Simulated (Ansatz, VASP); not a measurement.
**ZnS: VASP beside Ansatz**

The input INCAR:

```
PREC = Accurate
ENCUT = 520
EDIFF = 1E-6
ISMEAR = 0
SIGMA = 0.05
LREAL = F
LASPH = T
NELM = 80
ALGO = Normal
ISIF = 2
LWAVE = F
LCHARG = F
GGA = PE
NBANDS = 26
```

KPOINTS

```
Automatic mesh
0
Gamma
  9 9 4
```

POSCAR

```
ZnS
1.0
    3.9993810848      0.0000000000      0.0000000000
   -1.9996905424      3.4635656189      0.0000000000
    0.0000000000      0.0000000000      6.3037246812
Zn S
2 2
Direct
    0.2993460745      0.6666666667      0.0052003729
    0.7006539255      0.3333333333      0.5052003729
    0.3607984271      0.6666666667      0.3797996271
    0.6392015729      0.3333333333      0.8797996271
```

Input for Ansatz:

```yaml
crystal:
  lattice:
    - [3.9993810848, 0.0, 0.0]
    - [-1.9996905424, 3.4635656189, 0.0]
    - [0.0, 0.0, 6.3037246812]
  atoms:
    - { symbol: Zn, position: [0.2993460745, 0.6666666667, 0.0052003729] }
    - { symbol: Zn, position: [0.7006539255, 0.3333333333, 0.5052003729] }
    - { symbol: S, position: [0.3607984271, 0.6666666667, 0.3797996271] }
    - { symbol: S, position: [0.6392015729, 0.3333333333, 0.8797996271] }
basis:
  ecutwfc: 520.0
kpoints:
  mp_grid: { grid: [9, 9, 4] }
hamiltonian:
  xc: pbe
scf:
  occupations: { method: gaussian, width: 0.05 }
output:
  forces: true
  stress: true
  eigenvalues: true
```

Change from the starting cell: mode 4 frozen in at -0.131 Å, equal normal strain along x and y +0.0400.

Alike in both runs: task single point; functional PBE; k mesh 9 × 9 × 4; occupations gaussian, width 0.05 eV; no spin polarisation.

|  | VASP | Ansatz |
| --- | --- | --- |
| version | VASP 6.6.1 | Ansatz 0.2.0 |
| potentials or method | VASP PAW PBE potentials, release 64 (Zn, S), cutoff 520 eV | scalar-relativistic, plane waves, PAW |
| valence electrons in the cell | 36 | 36 |

|  | VASP | Ansatz | Ansatz less VASP |
| --- | --- | --- | --- |
| gap on the k mesh at the Fermi level (eV) | 1.72 | 1.72 | +0.001 |
| least direct gap on the mesh (eV) | 1.72 | 1.72 | +0.001 |
| pressure (GPa) | -4.4 | -4.5 | -0.12 |
| traceless stress, the component that is largest in VASP (GPa) | 2.44 | 2.43 | -0.011 |
| rms of the force components (eV/Å) | 0.099 | 0.098 | -0.0004 |

Atom by atom the forces differ by 0.002 eV/Å (rms over components). With one functional, cell and mesh, what is left measures potentials, basis and numerics.
